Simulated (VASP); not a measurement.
# HfN (Cmmm) in VASP: further runs

HfN is run at these levels: PBE; tasks: single point, relaxation of cell and atoms.

Everything below comes from runs of VASP 6.6.1. Logs are shortened: lines on timing, memory, paths and dates and some standing lists are left out, and cuts for length are marked.

## (1) The cell of the first run

It takes space group Cmmm (No. 65, orthorhombic). The conventional cell has a = 3.578 Å, b = 3.871 Å, c = 4.673 Å, α = 90.00°, β = 90.00°, γ = 90.00°. Within 2.4 Å of Hf (site symmetry mmm) lie 4 N at 1.79 to 1.94 Å. Within 2.4 Å of N (site symmetry mmm) lie 4 Hf at 1.79 to 1.94 Å.

The cell was built from a structure type or drawn by symmetry, and may not be a known phase.

## (2) Single point, PBE

File INCAR:

```
SYSTEM = HfN
ALGO     = Normal         ! electronic algorithm
EDIFF    = 1E-6           ! SCF threshold, eV
ENCUT    = 520            ! plane-wave cutoff, eV
GGA      = PE             ! functional
ISIF     = 2              ! what is computed and relaxed
ISMEAR   = 0              ! smearing method
LASPH    = .True.         ! aspherical terms in the spheres
LCHARG   = .False.        ! write CHGCAR
LREAL    = .False.        ! projectors in reciprocal space
LWAVE    = .False.        ! write WAVECAR
NBANDS   = 14             ! bands
NELM     = 60             ! most SCF steps
PREC     = Accurate       ! precision mode
SIGMA    = 0.1            ! smearing width, eV
```

File KPOINTS:

```
k-points
0
Gamma
  6 6 4
  0 0 0
```

File POSCAR:

```
HfN
1.0
    1.7890124000     -1.9353228100      0.0000000000
    1.7890124000      1.9353228100      0.0000000000
    0.0000000000      0.0000000000      4.6726923000
Hf N
1 1
Direct
    0.5000000000      0.5000000000      0.0000000000
    0.0000000000      0.0000000000      0.0000000000
```

Potentials or basis: VASP PAW PBE potentials, release 64 (Hf_pv, N).

On the command line:

```
> cat potpaw_PBE.64/Hf_pv/POTCAR potpaw_PBE.64/N/POTCAR > POTCAR
> mpirun -np 1 vasp_std > vasp.out
```

OUTCAR:

```text
SYSTEM = HfN
   EDIFF = 1E-6
   ENCUT = 520
   GGA = PE
   ISIF = 2
   ISMEAR = 0
   LASPH = .True.
   LREAL = .False.
   NELM = 60
   PREC = Accurate

 ion  position               nearest neighbor table
   1  0.500  0.500  0.000-   2 1.79   2 1.79   2 1.94   2 1.94
   2  0.000  0.000  0.000-   1 1.79   1 1.79   1 1.94   1 1.94

  LATTYP: Found a base centered orthorhombic cell.
 ALAT       =     3.5780248000
 B/A-ratio  =     1.0817827814
 C/A-ratio  =     1.3059418425

  Lattice vectors:

 A1 = (   1.7890124000,  -1.9353228100,   0.0000000000)
 A2 = (   1.7890124000,   1.9353228100,   0.0000000000)
 A3 = (   0.0000000000,   0.0000000000,   4.6726923000)

Analysis of symmetry for initial positions (statically):
=====================================================================
 Subroutine PRICEL returns:
 Original cell was already a primitive cell.

 Routine SETGRP: Setting up the symmetry group for a
 base centered orthorhombic supercell.

 Subroutine GETGRP returns: Found  8 space group operations
 (whereof  8 operations were pure point group operations)
 out of a pool of  8 trial point group operations.

The static configuration has the point symmetry D_2h.

Analysis of symmetry for dynamics (positions and initial velocities):
=====================================================================
 Subroutine PRICEL returns:
 Original cell was already a primitive cell.

 Routine SETGRP: Setting up the symmetry group for a
 base centered orthorhombic supercell.

 Subroutine GETGRP returns: Found  8 space group operations
 (whereof  8 operations were pure point group operations)
 out of a pool of  8 trial point group operations.

The dynamic configuration has the point symmetry D_2h.

 Subroutine INISYM returns: Found  8 space group operations
 (whereof  8 operations are pure point group operations),
 and found     1 'primitive' translations

----------------------------------------------------------------------------------------

                                     Primitive cell

  volume of cell :      32.3567

  direct lattice vectors                    reciprocal lattice vectors
     1.789012400 -1.935322810  0.000000000     0.279483809 -0.258354832  0.000000000
     1.789012400  1.935322810  0.000000000     0.279483809  0.258354832  0.000000000
     0.000000000  0.000000000  4.672692300     0.000000000  0.000000000  0.214009384

  length of vectors
     2.635534053  2.635534053  4.672692300     0.380602705  0.380602705  0.214009384

  position of ions in fractional coordinates (direct lattice)
     0.500000000  0.500000000  0.000000000
     0.000000000  0.000000000  0.000000000

  ion indices of the primitive-cell ions
   primitive index   ion index
                 1           1
                 2           2

----------------------------------------------------------------------------------------

 KPOINTS: k-points

Automatic generation of k-mesh.
 Grid dimensions read from file:
 generate k-points for:    6    6    4

 Generating k-lattice:

  Cartesian coordinates                     Fractional coordinates (reciprocal lattice)
     0.046580635 -0.043059139  0.000000000     0.166666667  0.000000000  0.000000000
     0.046580635  0.043059139  0.000000000     0.000000000  0.166666667  0.000000000
     0.000000000  0.000000000  0.053502346     0.000000000  0.000000000  0.250000000

  Length of vectors
     0.063433784  0.063433784  0.053502346

  Shift w.r.t. Gamma in fractional coordinates (k-lattice)
     0.000000000  0.000000000  0.000000000

 Subroutine IBZKPT returns following result:
 ===========================================

 Found     39 irreducible k-points:

 Following reciprocal coordinates:
            Coordinates               Weight
  0.000000  0.000000  0.000000      1.000000
  0.166667  0.000000  0.000000      4.000000
  0.333333 -0.000000  0.000000      4.000000
  0.500000 -0.000000  0.000000      2.000000
  0.166667  0.166667  0.000000      2.000000
  0.333333  0.166667  0.000000      4.000000
[... 16 lines left out ...]
  0.333333  0.333333  0.250000      4.000000
  0.500000  0.333333  0.250000      8.000000
 [... further k-points ...]
   k-points           NKPTS =     39   k-points in BZ     NKDIM =     39   number of bands    NBANDS=     14
   number of dos      NEDOS =    301   number of ions     NIONS =      2
   total plane-waves  NPLWV =  14400
   dimension x,y,z NGX =    20 NGY =   20 NGZ =   36
   dimension x,y,z NGXF=    40 NGYF=   40 NGZF=   72
   ions per type =               1   1
   NGX,Y,Z   is equivalent  to a cutoff of  12.62, 12.62, 12.81 a.u.
   NGXF,Y,Z  is equivalent  to a cutoff of  25.23, 25.23, 25.62 a.u.
 SYSTEM =  HfN
   PREC   = accura    normal or accurate (medium, high low for compatibility)
   ISTART =      0    job   : 0-new  1-cont  2-samecut
   ICHARG =      2    charge: 1-file 2-atom 10-const
   ISPIN  =      1    spin polarized calculation?
   LNONCOLLINEAR =      F non collinear calculations
   LSORBIT =      F    spin-orbit coupling
   LASPH  =      T    aspherical Exc in radial PAW
   ENCUT  =  520.0 eV  38.22 Ry    6.18 a.u.   4.90  4.90  8.69*2*pi/ulx,y,z
   NELM   =     60;   NELMIN=  2; NELMDL= -5     # of ELM steps
   EDIFF  = 0.1E-05   stopping-criterion for ELM
   LREAL  =      F    real-space projection
   EDIFFG = 0.1E-04   stopping-criterion for IOM
   NSW    =      0    number of steps for IOM
   IBRION =     -1    ionic relax: 0-MD 1-quasi-New 2-CG
   NFREE  =      0    steps in history (QN), initial steepest desc. (CG)
   ISIF   =      2    stress and relaxation
   ISYM   =      2    0-nonsym 1-usesym 2-fastsym
   POTIM  = 0.5000    time-step for ionic-motion
   TEBEG  =    0.0;   TEEND  =   0.0 temperature during run
   PSTRESS=    0.0 pullay stress
   NELECT =      15.0000    total number of electrons
   NUPDOWN=      -1.0000    fix difference up-down
   EMIN   =  10.00;   EMAX   =-10.00  energy-range for DOS
   EFERMI =   0.00;   METHOD = LEGACY
   ISMEAR =     0;   SIGMA  =   0.10  broadening in eV -4-tet -1-fermi 0-gaus
   EFERMI_NEDOS =   21; number of points for ismear=-14 and -15
   IALGO  =     38    algorithm
   IMIX   =      4    mixing-type and parameters
     AMIX     =   0.40;   BMIX     =  1.00
     AMIX_MAG =   1.60;   BMIX_MAG =  1.00
  volume/ion in A,a.u.               =      16.18       109.18
  Fermi-wavevector in a.u.,A,eV,Ry     =   1.267021  2.394323 21.842019  1.605343
  Thomas-Fermi vector in A             =   2.400191
   LORBIT       =      0    0 simple, 1 ext, 2 COOP (PROOUT), +10 PAW based schemes
   GGA     = PE    functional components
   LHFCALC =     F    Hartree Fock is set to
   AEXX    =    0.0000 exact exchange contribution
   IVDW    =     0    specifies the selected vdW correction
   LEPSILON=     F    determine dielectric tensor
   LRPA    =     F    only Hartree local field effects (RPA)
 non-spin polarized calculation
 Gauss-broadening in eV      SIGMA  =   0.10
  energy-cutoff  :      520.00
  volume of cell :       32.36
 maximum number of plane-waves:       886
   NGX =  9   NGY =  9   NGZ = 17

 number of electron      14.9999997 magnetization

 Free energy of the ion-electron system (eV)
  ---------------------------------------------------
  ext. energy  EPLUGINS =         0.00000000
  ---------------------------------------------------
  free energy    TOTEN  =       -14.89240955 eV

  energy without entropy =      -14.87949152  energy(sigma->0) =      -14.88595053

 E-fermi :   4.3079     XC(G=0): -10.0029

 val. band max:        4.2945536835   @ k =  -0.3333   0.1667   0.2500
 cond. band min:       4.3180115619   @ k =   0.3333   0.3333   0.5000
 fundamental gap:      0.0234578783
 Fermi energy:         4.3078783424

 k-point     1 :       0.0000    0.0000    0.0000
  band No.  band energies     occupation
      1     -26.1472      2.00000
      2     -25.6412      2.00000
      3     -24.9494      2.00000
      4     -13.3422      2.00000
      5      -0.1650      2.00000
      6       0.9751      2.00000
      7       1.0463      2.00000
      8       2.2363      2.00000
      9       4.2660      1.44585
     10       9.1702      0.00000
     11       9.8626      0.00000
     12      10.1263      0.00000
     13      12.3233      0.00000
     14      12.7311      0.00000

 k-point     2 :       0.1667    0.0000    0.0000
  band No.  band energies     occupation
      1     -26.3116      2.00000
      2     -26.0593      2.00000
      3     -25.0756      2.00000
      4     -12.1009      2.00000
      5      -0.8448      2.00000
      6      -0.4816      2.00000
      7       1.2566      2.00000
      8       1.7364      2.00000
      9       4.3214      0.84848
     10       9.5543      0.00000
     11       9.7965      0.00000
     12      12.5161      0.00000
     13      12.5184      0.00000
     14      13.7420      0.00000

 k-point     3 :       0.3333   -0.0000    0.0000
  band No.  band energies     occupation
      1     -27.7307      2.00000
      2     -25.8780      2.00000
      3     -24.8948      2.00000
      4      -9.5336      2.00000
      5      -2.9836      2.00000
      6      -2.1116      2.00000
      7      -1.7491      2.00000
      8       3.1328      2.00000
      9       8.3564      0.00000
     10       9.8441      0.00000
     11      10.7980      0.00000
     12      11.1354      0.00000
     13      12.7247      0.00000
     14      15.8981      0.00000

 k-point     4 :       0.5000   -0.0000    0.0000
  band No.  band energies     occupation
      1     -28.3533      2.00000
      2     -25.7844      2.00000
      3     -24.7762      2.00000
      4      -7.4989      2.00000
      5      -4.8297      2.00000
      6      -3.1938      2.00000
      7      -2.7030      2.00000
      8       4.5395      0.00105
      9       8.4084      0.00000
     10      10.0740      0.00000
     11      12.0676      0.00000
     12      12.1247      0.00000
     13      12.8944      0.00000
     14      16.3059      0.00000

 k-point     5 :       0.1667    0.1667    0.0000
  band No.  band energies     occupation
      1     -26.5674      2.00000
      2     -25.9681      2.00000
      3     -25.6336      2.00000
      4     -10.6400      2.00000
      5      -1.6498      2.00000
      6      -1.3346      2.00000
      7      -0.0432      2.00000
      8       2.2319      2.00000
      9       6.8276      0.00000
     10       7.5496      0.00000
     11      11.9638      0.00000
[... 276 lines left out ...]
 k-point    22 :      -0.1667    0.1667    0.2500
  band No.  band energies     occupation
      1     -26.1793      2.00000
      2     -25.9874      2.00000
      3     -25.8484      2.00000
      4     -11.6500      2.00000
      5      -2.0352      2.00000
      6      -1.0653      2.00000
      7       1.9118      2.00000
      8       3.0076      2.00000
      9       6.2118      0.00000
     10       7.3363      0.00000
     11       8.9624      0.00000
     12      11.1032      0.00000
     13      15.6629      0.00000
     14      15.8077      0.00000

 k-point    23 :       0.3333    0.3333    0.2500
  band No.  band energies     occupation
      1     -27.4617      2.00000
      2     -26.8508      2.00000
      3     -25.6498      2.00000
      4     -11.1103      2.00000
      5      -1.3886      2.00000
      6      -0.7871      2.00000
      7       1.1550      2.00000
      8       4.4643      0.02695
      9       5.9725      0.00000
     10       8.6820      0.00000
     11      11.9053      0.00000
     12      13.3332      0.00000
     13      14.2732      0.00000
     14      15.2196      0.00000

 k-point    24 :       0.5000    0.3333    0.2500
  band No.  band energies     occupation
      1     -27.7410      2.00000
      2     -26.8785      2.00000
      3     -25.5821      2.00000
      4     -12.4189      2.00000
      5      -0.7579      2.00000
      6       0.6491      2.00000
      7       2.5863      2.00000
      8       4.4602      0.03122
      9       6.1547      0.00000
     10       6.9678      0.00000
     11      11.8295      0.00000
     12      13.6459      0.00000
     13      14.6901      0.00000
     14      16.4690      0.00000

 [... further k-points ...]

------------------------ aborting loop because EDIFF is reached ----------------------------------------

  FORCE on cell =-STRESS in cart. coord.  units (eV):
  Direction    XX          YY          ZZ          XY          YZ          ZX
  --------------------------------------------------------------------------------------
  -------------------------------------------------------------------------------------
  Total       47.8657031     26.7170824     -0.9726861     -0.0000000      0.0000000      0.0000000
  in kB     2370.1240645   1322.9263497    -48.1636473     -0.0000000      0.0000000      0.0000000
  external PRESSURE =    1214.9622556 kB  Pullay stress =       0.0000000 kB

 VOLUME and BASIS-vectors are now :
 -----------------------------------------------------------------------------
  energy-cutoff  :      520.00
  volume of cell :       32.36
      direct lattice vectors                 reciprocal lattice vectors
     1.789012400 -1.935322810  0.000000000     0.279483809 -0.258354832  0.000000000
     1.789012400  1.935322810  0.000000000     0.279483809  0.258354832  0.000000000
     0.000000000  0.000000000  4.672692300     0.000000000  0.000000000  0.214009384

 POSITION                                       TOTAL-FORCE (eV/Angst)
 -----------------------------------------------------------------------------------
      1.78901      0.00000      0.00000         0.000000      0.000000      0.000000
      0.00000      0.00000      0.00000         0.000000      0.000000      0.000000
 -----------------------------------------------------------------------------------
    total drift:                               -0.000000      0.000000     -0.000000

  FREE ENERGIE OF THE ION-ELECTRON SYSTEM (eV)
  ---------------------------------------------------
  free  energy   TOTEN  =       -14.8924095476 eV

  energy  without entropy=      -14.8794915179  energy(sigma->0) =      -14.88595053
```

Run time: 22 s. Hardware: 1 thread of Intel Xeon 8259CL, shared host; peak memory 0.15 GiB.

What came out:

```yaml
Free_energy: -14.8924 eV
Pressure: 121.5 GPa
Band_gap_on_the_k_mesh: zero (an odd number of electrons rules out a gap without spin polarisation)
```

Caveat: the k points lie up to 0.40 Å⁻¹ apart, too coarse for converged energies and pressures of a metal; spin-orbit coupling is left out, which moves the levels of the heavy elements.

## (3) Relaxation of cell and atoms, PBE

File INCAR:

```
SYSTEM = HfN
PREC     = Accurate       ! precision mode
ENCUT    = 600            ! plane-wave cutoff, eV
EDIFF    = 1E-6           ! SCF threshold, eV
ISMEAR   = 0              ! smearing method
SIGMA    = 0.1            ! smearing width, eV
LREAL    = .False.        ! projectors in reciprocal space
LASPH    = .True.         ! aspherical terms in the spheres
NELM     = 100            ! most SCF steps
ALGO     = Normal         ! electronic algorithm
ISIF     = 3              ! what is computed and relaxed
LWAVE    = .False.        ! write WAVECAR
LCHARG   = .False.        ! write CHGCAR
GGA      = PE             ! functional
IBRION   = 2              ! ionic algorithm
NSW      = 90             ! ionic steps
EDIFFG   = -0.04          ! ionic threshold
```

File KPOINTS:

```
Automatic mesh
0
Gamma
  6 6 4
  0 0 0
```

POSCAR is that of step 2.

Potentials or basis: VASP PAW PBE potentials, release 64 (Hf_pv, N).

On the command line:

```
> cat potpaw_PBE.64/Hf_pv/POTCAR potpaw_PBE.64/N/POTCAR > POTCAR
> mpirun -np 1 vasp_std > vasp.out
```

Wall time 5.7 min (1 thread of Intel Xeon 8259CL, shared host); peak memory 0.19 GiB.

The run converged. Its results:

| Quantity | Value |
| --- | --- |
| Free energy | -20.2923 eV |
| Relaxed volume | 16.19 Å³/atom |
| Relaxed cell | a = 3.059 Å, b = 3.059 Å, c = 3.461 Å, α = 90.00°, β = 90.00°, γ = 90.11° |
| Space group after relaxing (to 0.1 Å) | P4/mmm (No. 123) |
| Pressure after relaxing | 0.0 GPa |
| Band gap on the k mesh | zero (an odd number of electrons rules out a gap without spin polarisation) |

Stress tensor (GPa, compression positive):
```
 0.19  0.00  0.00
 0.00 -0.22  0.00
 0.00  0.00 -0.10
```

Final structure:
```
CELL_PARAMETERS angstrom
2.16077 -2.16476 0.00000
2.16077 2.16476 0.00000
0.00000 0.00000 3.46149
ATOMIC_POSITIONS crystal
Hf 0.50000 0.50000 0.00000
N 0.00000 0.00000 0.00000
```

Levels at points of the mesh, in eV from the Fermi level:
```tsv
k point	band 5	band 6	band 7	band 8	band 9	band 10	band 11
(0.00, 0.00, 0.00)	-2.98	-1.98	-1.71	-1.71	-1.69	4.24	4.30
(0.50, 0.00, 0.00)	-7.01	-4.92	-3.15	-1.34	4.25	4.72	5.11
(0.50, 0.50, 0.00)	-3.07	-3.04	-1.31	-0.19	1.61	1.62	7.16
(0.00, 0.00, 0.50)	-4.50	-1.59	-1.57	-1.39	2.82	2.83	4.05
(0.50, 0.00, 0.50)	-6.62	-5.12	-4.81	2.40	3.55	3.93	4.80
(0.50, 0.50, 0.50)	-2.69	-2.67	-2.55	-0.89	-0.88	5.30	6.66
```

Caveat: the k points lie up to 0.45 Å⁻¹ apart in the final cell, too coarse for converged energies and pressures of a metal; a cell axis changed by over 15 % at a fixed basis, so the end point is rough; spin-orbit coupling is left out, which moves the levels of the heavy elements.
